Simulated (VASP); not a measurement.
# Re (P6_3/mmc) in VASP: notebook

Re is run at these levels: PBE; tasks: single point.

All numbers are computed with VASP 6.6.1; they aren't measurements. Logs are shortened: lines on timing, memory, paths and dates and some standing lists are left out, and cuts for length are marked.

## Step 1: The cell of the first run

It takes space group P6_3/mmc (No. 194, hexagonal). Conventional cell: a = 2.695 Å, b = 2.695 Å, c = 8.688 Å, α = 90.00°, β = 90.00°, γ = 120.00°. Within 3.5 Å of Re (site symmetry -3m) lie 12 Re at 2.67 to 2.69 Å. Re (site symmetry -6m2) has 12 Re at 2.67 to 2.69 Å within 3.5 Å.

## Step 2: Single point, PBE

Contents of INCAR:

```
SYSTEM = Re
PREC = Accurate
ENCUT = 600
EDIFF = 1E-6
ISMEAR = 0
SIGMA = 0.1
LREAL = .FALSE.
LASPH = .TRUE.
NELM = 120
ALGO = Normal
ISIF = 2
LWAVE = .FALSE.
LCHARG = .FALSE.
GGA = PE
NBANDS = 22
GGA_COMPAT = .FALSE.
```

Contents of KPOINTS:

```
regular mesh
0
G
  18 18 6
  0 0 0
```

Contents of POSCAR:

```
Re
1.0
    2.6946875839      0.0000000000      0.0000000000
   -1.3473437919      2.3336679029      0.0000000000
    0.0000000000      0.0000000000      8.6879121075
Re
4
Direct
    0.0000000000      0.0000000000      0.0000000000
    0.3333333333      0.6666666667      0.2500000000
    0.0000000000      0.0000000000      0.5000000000
    0.6666666667      0.3333333333      0.7500000000
```

Potentials or basis: VASP PAW PBE potentials, release 64 (Re).

The run is started by

```sh
$ cat potpaw_PBE.64/Re/POTCAR > POTCAR
$ mpirun -np 1 vasp_std > vasp.out
```

OUTCAR:

```text
SYSTEM = Re
   PREC = Accurate
   ENCUT = 600
   EDIFF = 1E-6
   ISMEAR = 0
   LREAL = .FALSE.
   LASPH = .TRUE.
   NELM = 120
   ISIF = 2
   GGA = PE

 ion  position               nearest neighbor table
   1  0.000  0.000  0.000-   2 2.67   4 2.67   2 2.67   4 2.67   4 2.67   2 2.67
   2  0.333  0.667  0.250-   1 2.67   3 2.67   1 2.67   3 2.67   1 2.67   3 2.67
   3  0.000  0.000  0.500-   2 2.67   4 2.67   2 2.67   4 2.67   4 2.67   2 2.67
   4  0.667  0.333  0.750-   1 2.67   3 2.67   1 2.67   3 2.67   1 2.67   3 2.67

  LATTYP: Found a hexagonal cell.
 ALAT       =     2.6946875839
 C/A-ratio  =     3.2240888181

  Lattice vectors:

 A1 = (   2.6946875839,   0.0000000000,   0.0000000000)
 A2 = (  -1.3473437919,   2.3336679029,   0.0000000000)
 A3 = (   0.0000000000,   0.0000000000,   8.6879121075)

Analysis of symmetry for initial positions (statically):
=====================================================================
 Subroutine PRICEL returns:
 Original cell was already a primitive cell.

 Routine SETGRP: Setting up the symmetry group for a
 hexagonal supercell.

 Subroutine GETGRP returns: Found 24 space group operations
 (whereof 12 operations were pure point group operations)
 out of a pool of 24 trial point group operations.

The static configuration has the point symmetry D_3d.
 The point group associated with its full space group is D_6h.

Analysis of symmetry for dynamics (positions and initial velocities):
=====================================================================
 Subroutine PRICEL returns:
 Original cell was already a primitive cell.

 Routine SETGRP: Setting up the symmetry group for a
 hexagonal supercell.

 Subroutine GETGRP returns: Found 24 space group operations
 (whereof 12 operations were pure point group operations)
 out of a pool of 24 trial point group operations.

The dynamic configuration has the point symmetry D_3d.
 The point group associated with its full space group is D_6h.

 Subroutine INISYM returns: Found 24 space group operations
 (whereof 12 operations are pure point group operations),
 and found     1 'primitive' translations

----------------------------------------------------------------------------------------

                                     Primitive cell

  volume of cell :      54.6340

  direct lattice vectors                    reciprocal lattice vectors
     2.694687584  0.000000000  0.000000000     0.371100533  0.214254993  0.000000000
    -1.347343792  2.333667903  0.000000000     0.000000000  0.428509986  0.000000000
     0.000000000  0.000000000  8.687912108     0.000000000  0.000000000  0.115102454

  length of vectors
     2.694687584  2.694687584  8.687912108     0.428509986  0.428509986  0.115102454

  position of ions in fractional coordinates (direct lattice)
     0.000000000  0.000000000  0.000000000
     0.333333333  0.666666667  0.250000000
     0.000000000  0.000000000  0.500000000
     0.666666667  0.333333333  0.750000000

  ion indices of the primitive-cell ions
   primitive index   ion index
                 1           1
                 2           2
                 3           3
                 4           4

----------------------------------------------------------------------------------------

 KPOINTS: regular mesh

Automatic generation of k-mesh.
 Grid dimensions read from file:
 generate k-points for:   18   18    6

 Generating k-lattice:

  Cartesian coordinates                     Fractional coordinates (reciprocal lattice)
     0.020616696  0.011903055  0.000000000     0.055555556  0.000000000  0.000000000
     0.000000000  0.023806110  0.000000000     0.000000000  0.055555556  0.000000000
     0.000000000  0.000000000  0.019183742     0.000000000  0.000000000  0.166666667

  Length of vectors
     0.023806110  0.023806110  0.019183742

  Shift w.r.t. Gamma in fractional coordinates (k-lattice)
     0.000000000  0.000000000  0.000000000

 Subroutine IBZKPT returns following result:
 ===========================================

 Found    148 irreducible k-points:

 Following reciprocal coordinates:
            Coordinates               Weight
  0.000000  0.000000  0.000000      1.000000
  0.055556  0.000000  0.000000      6.000000
  0.111111  0.000000  0.000000      6.000000
  0.166667 -0.000000  0.000000      6.000000
  0.222222  0.000000  0.000000      6.000000
  0.277778 -0.000000  0.000000      6.000000
[... 16 lines left out ...]
  0.333333  0.111111  0.000000     12.000000
  0.388889  0.111111  0.000000     12.000000
 [... further k-points ...]
   k-points           NKPTS =    148   k-points in BZ     NKDIM =    148   number of bands    NBANDS=     22
   number of dos      NEDOS =    301   number of ions     NIONS =      4
   total plane-waves  NPLWV =  40320
   dimension x,y,z NGX =    24 NGY =   24 NGZ =   70
   dimension x,y,z NGXF=    48 NGYF=   48 NGZF=  140
   ions per type =               4
   NGX,Y,Z   is equivalent  to a cutoff of  14.81, 14.81, 13.39 a.u.
   NGXF,Y,Z  is equivalent  to a cutoff of  29.61, 29.61, 26.79 a.u.
 SYSTEM =  Re
   PREC   = accura    normal or accurate (medium, high low for compatibility)
   ISTART =      0    job   : 0-new  1-cont  2-samecut
   ICHARG =      2    charge: 1-file 2-atom 10-const
   ISPIN  =      1    spin polarized calculation?
   LNONCOLLINEAR =      F non collinear calculations
   LSORBIT =      F    spin-orbit coupling
   LASPH  =      T    aspherical Exc in radial PAW
   ENCUT  =  600.0 eV  44.10 Ry    6.64 a.u.   5.38  5.38 17.35*2*pi/ulx,y,z
   NELM   =    120;   NELMIN=  2; NELMDL= -5     # of ELM steps
   EDIFF  = 0.1E-05   stopping-criterion for ELM
   LREAL  =      F    real-space projection
   EDIFFG = 0.1E-04   stopping-criterion for IOM
   NSW    =      0    number of steps for IOM
   IBRION =     -1    ionic relax: 0-MD 1-quasi-New 2-CG
   NFREE  =      0    steps in history (QN), initial steepest desc. (CG)
   ISIF   =      2    stress and relaxation
   ISYM   =      2    0-nonsym 1-usesym 2-fastsym
   POTIM  = 0.5000    time-step for ionic-motion
   TEBEG  =    0.0;   TEEND  =   0.0 temperature during run
   PSTRESS=    0.0 pullay stress
   NELECT =      28.0000    total number of electrons
   NUPDOWN=      -1.0000    fix difference up-down
   EMIN   =  10.00;   EMAX   =-10.00  energy-range for DOS
   EFERMI =   0.00;   METHOD = LEGACY
   ISMEAR =     0;   SIGMA  =   0.10  broadening in eV -4-tet -1-fermi 0-gaus
   EFERMI_NEDOS =   21; number of points for ismear=-14 and -15
   IALGO  =     38    algorithm
   IMIX   =      4    mixing-type and parameters
     AMIX     =   0.40;   BMIX     =  1.00
     AMIX_MAG =   1.60;   BMIX_MAG =  1.00
  volume/ion in A,a.u.               =      13.66        92.17
  Fermi-wavevector in a.u.,A,eV,Ry     =   1.310106  2.475742 23.352748  1.716379
  Thomas-Fermi vector in A             =   2.440659
   LORBIT       =      0    0 simple, 1 ext, 2 COOP (PROOUT), +10 PAW based schemes
   GGA     = PE    functional components
   LHFCALC =     F    Hartree Fock is set to
   AEXX    =    0.0000 exact exchange contribution
   IVDW    =     0    specifies the selected vdW correction
   LEPSILON=     F    determine dielectric tensor
   LRPA    =     F    only Hartree local field effects (RPA)
 non-spin polarized calculation
 Gauss-broadening in eV      SIGMA  =   0.10
  energy-cutoff  :      600.00
  volume of cell :       54.63
 maximum number of plane-waves:      1865
 NGX is ok and might be reduce to    24
   NGX = 11   NGY = 11   NGZ = 35

 number of electron      28.0000002 magnetization

 Free energy of the ion-electron system (eV)
  ---------------------------------------------------
  ext. energy  EPLUGINS =         0.00000000
  ---------------------------------------------------
  free energy    TOTEN  =       -49.12740469 eV

  energy without entropy =      -49.11580225  energy(sigma->0) =      -49.12160347

 E-fermi :   8.9578     XC(G=0): -14.1445

 val. band max:        8.9542193238   @ k =   0.3889   0.1667   0.3333
 cond. band min:       8.9587089795   @ k =   0.4444   0.0556   0.0000
 fundamental gap:      0.0044896557
 Fermi energy:         8.9577697331

 k-point     1 :       0.0000    0.0000    0.0000
  band No.  band energies     occupation
      1      -1.5445      2.00000
      2       0.9116      2.00000
      3       0.9833      2.00000
      4       1.6628      2.00000
      5       6.1648      2.00000
      6       6.2718      2.00000
[... 14 lines left out ...]
     21      11.7426      0.00000
     22      11.7426      0.00000

 k-point     2 :       0.0556    0.0000    0.0000
  band No.  band energies     occupation
      1      -1.4058      2.00000
      2       1.0435      2.00000
      3       1.1138      2.00000
      4       1.7964      2.00000
      5       5.9490      2.00000
      6       6.1632      2.00000
[... 14 lines left out ...]
     21      11.7154      0.00000
     22      11.7649      0.00000

 k-point     3 :       0.1111    0.0000    0.0000
  band No.  band energies     occupation
      1      -1.0027      2.00000
      2       1.4116      2.00000
      3       1.4772      2.00000
      4       2.1732      2.00000
      5       5.4945      2.00000
      6       5.8760      2.00000
[... 14 lines left out ...]
     21      11.6487      0.00000
     22      11.8585      0.00000

 k-point     4 :       0.1667   -0.0000    0.0000
  band No.  band energies     occupation
      1      -0.3772      2.00000
      2       1.9153      2.00000
      3       1.9670      2.00000
      4       2.7088      2.00000
      5       5.0240      2.00000
      6       5.4927      2.00000
[... 14 lines left out ...]
     21      11.7733      0.00000
     22      12.0556      0.00000

 k-point     5 :       0.2222    0.0000    0.0000
  band No.  band energies     occupation
      1       0.3910      2.00000
      2       2.3340      2.00000
      3       2.3598      2.00000
      4       3.2013      2.00000
      5       4.6921      2.00000
      6       5.0791      2.00000
[... 14 lines left out ...]
     21      12.3087      0.00000
     22      12.3409      0.00000

 k-point     6 :       0.2778   -0.0000    0.0000
  band No.  band energies     occupation
      1       1.1570      2.00000
      2       2.4120      2.00000
      3       2.4782      2.00000
      4       3.3180      2.00000
      5       4.5051      2.00000
      6       4.6531      2.00000
[... 14 lines left out ...]
     21      12.6828      0.00000
     22      12.8003      0.00000

 k-point     7 :       0.3333    0.0000    0.0000
  band No.  band energies     occupation
      1       1.6585      2.00000
      2       2.1941      2.00000
      3       2.4531      2.00000
      4       3.2001      2.00000
      5       4.2634      2.00000
      6       4.2721      2.00000
[... 324 lines left out ...]
      6       4.9948      2.00000
[... 14 lines left out ...]
     21      12.1969      0.00000
     22      12.5348      0.00000

 k-point    21 :       0.2222    0.1111    0.0000
  band No.  band energies     occupation
      1       1.5417      2.00000
      2       2.7087      2.00000
      3       2.7793      2.00000
      4       3.6486      2.00000
      5       4.6316      2.00000
      6       4.7626      2.00000
[... 14 lines left out ...]
     21      12.6108      0.00000
     22      12.8838      0.00000

 k-point    22 :       0.2778    0.1111    0.0000
  band No.  band energies     occupation
      1       2.0677      2.00000
      2       2.5037      2.00000
      3       2.8669      2.00000
      4       3.4592      2.00000
      5       4.4292      2.00000
      6       4.4743      2.00000
[... 14 lines left out ...]
     21      13.1078      0.00000
     22      13.4565      0.00000

 k-point    23 :       0.3333    0.1111    0.0000
  band No.  band energies     occupation
      1       2.1225      2.00000
      2       2.2215      2.00000
      3       2.8695      2.00000
      4       3.5454      2.00000
      5       4.2840      2.00000
      6       4.2908      2.00000
[... 14 lines left out ...]
     21      13.6467      0.00000
     22      14.4344      0.00000

 k-point    24 :       0.3889    0.1111    0.0000
  band No.  band energies     occupation
      1       2.0125      2.00000
      2       2.0530      2.00000
      3       2.7337      2.00000
      4       3.6139      2.00000
      5       4.1443      2.00000
      6       4.3691      2.00000
[... 14 lines left out ...]
     21      14.3586      0.00000
     22      15.3325      0.00000

 [... further k-points ...]
[... 5 lines left out ...]
  --------------------------------------------------------------------------------------
  -------------------------------------------------------------------------------------
  Total       13.7944274     13.7944274     13.7724298      0.0000000      0.0000000      0.0000000
  in kB      404.5305883    404.5305883    403.8854953      0.0000000      0.0000000      0.0000000
  external PRESSURE =     404.3155573 kB  Pullay stress =       0.0000000 kB

 VOLUME and BASIS-vectors are now :
 -----------------------------------------------------------------------------
  energy-cutoff  :      600.00
  volume of cell :       54.63
      direct lattice vectors                 reciprocal lattice vectors
     2.694687584  0.000000000  0.000000000     0.371100533  0.214254993  0.000000000
    -1.347343792  2.333667903  0.000000000     0.000000000  0.428509986  0.000000000
     0.000000000  0.000000000  8.687912108     0.000000000  0.000000000  0.115102454

 POSITION                                       TOTAL-FORCE (eV/Angst)
 -----------------------------------------------------------------------------------
      0.00000      0.00000      0.00000        -0.000000      0.000000     -0.000000
     -0.00000      1.55578      2.17198         0.000000     -0.000000      0.000000
      0.00000      0.00000      4.34396        -0.000000      0.000000     -0.000000
      1.34734      0.77789      6.51593        -0.000000      0.000000     -0.000000
 -----------------------------------------------------------------------------------
    total drift:                               -0.000000      0.000000      0.000000

  FREE ENERGIE OF THE ION-ELECTRON SYSTEM (eV)
  ---------------------------------------------------
  free  energy   TOTEN  =       -49.1274046947 eV

  energy  without entropy=      -49.1158022524  energy(sigma->0) =      -49.12160347
```

Run time: 1.9 min. Hardware: 1 thread of Intel Xeon 6975P-C (Granite Rapids), shared host; peak memory 0.31 GiB.

What came out:

| Item | Value |
| --- | --- |
| Free energy | -49.1274 eV |
| Pressure | 40.4 GPa |
| Band gap on the k mesh | zero (bands 14 and 15 overlap by 2.86 eV) |

Levels at points of the mesh, in eV from the Fermi level:
```
           k point  band 10  band 11  band 12  band 13  band 14  band 15  band 16  band 17  band 18  band 19
(0.00, 0.00, 0.00)    -2.18    -1.84    -1.43    -1.43    -1.29    -1.29     0.66     0.66     0.70     1.62
(0.50, 0.00, 0.00)    -2.23    -0.88     0.29     0.29     1.34     2.42     4.34     4.38     4.50     4.62
(0.00, 0.00, 0.50)    -2.01    -1.67    -1.67    -1.67    -1.67    -1.07    -1.07     1.27     1.27     1.27
(0.50, 0.00, 0.50)    -1.65    -0.65    -0.65     0.39     0.39     2.99     2.99     4.41     4.41     4.88
```

Caveat: the cell stands under pressure; spin-orbit coupling is left out, which moves the levels of the heavy elements.

## Step 3: Single point, PBE

This run uses another cell than the first one, of 14.23 Å³/atom.

Contents of INCAR:

```
SYSTEM = Re
  PREC = Accurate
  ENCUT = 600
  EDIFF = 1E-6
  ISMEAR = 0
  SIGMA = 0.1
  LREAL = .FALSE.
  LASPH = .TRUE.
  NELM = 120
  ALGO = Normal
  ISIF = 2
  LWAVE = .FALSE.
  LCHARG = .FALSE.
  GGA = PE
  NBANDS = 22
  GGA_COMPAT = .FALSE.
```

Contents of KPOINTS:

```
Automatic mesh
0
G
  18 18 6
  0 0 0
```

Contents of POSCAR:

```
Re
1.0
    2.7315086121      0.0000000000      0.0000000000
   -1.3657543061      2.3655558488      0.0000000000
    0.0000000000      0.0000000000      8.8062002377
Re
4
Direct
    0.0000000000      0.0000000000      0.0000000000
    0.3333333333      0.6666666667      0.2500000000
    0.0000000000      0.0000000000      0.5000000000
    0.6666666667      0.3333333333      0.7500000000
```

Potentials or basis: VASP PAW PBE potentials, release 64 (Re).

The run is started by

```sh
$ cat potpaw_PBE.64/Re/POTCAR > POTCAR
$ mpirun -np 1 vasp_std > vasp.out
```

Run time: 2 min. Hardware: 1 thread of Intel Xeon 6975P-C (Granite Rapids), shared host; peak memory 0.32 GiB.

Results (log left out):

| Quantity | Value |
| --- | --- |
| Free energy | -49.5501 eV |
| Pressure | 20.0 GPa |
| Band gap on the k mesh | zero (bands 14 and 15 overlap by 2.68 eV) |

Levels at points of the mesh, in eV from the Fermi level:
| k point | band 12 | band 13 | band 14 | band 15 | band 16 | band 17 |
| --- | --- | --- | --- | --- | --- | --- |
| (0.00, 0.00, 0.00) | -1.33 | -1.33 | -1.20 | -1.20 | 0.60 | 0.64 |
| (0.50, 0.00, 0.00) | 0.29 | 0.29 | 1.22 | 2.24 | 4.08 | 4.12 |
| (0.00, 0.00, 0.50) | -1.56 | -1.56 | -1.56 | -1.09 | -1.09 | 1.21 |
| (0.50, 0.00, 0.50) | -0.67 | 0.32 | 0.32 | 2.83 | 2.83 | 4.15 |

Caveat: the cell stands under pressure; spin-orbit coupling is left out, which moves the levels of the heavy elements.

(Continued in part 2 of 2.)
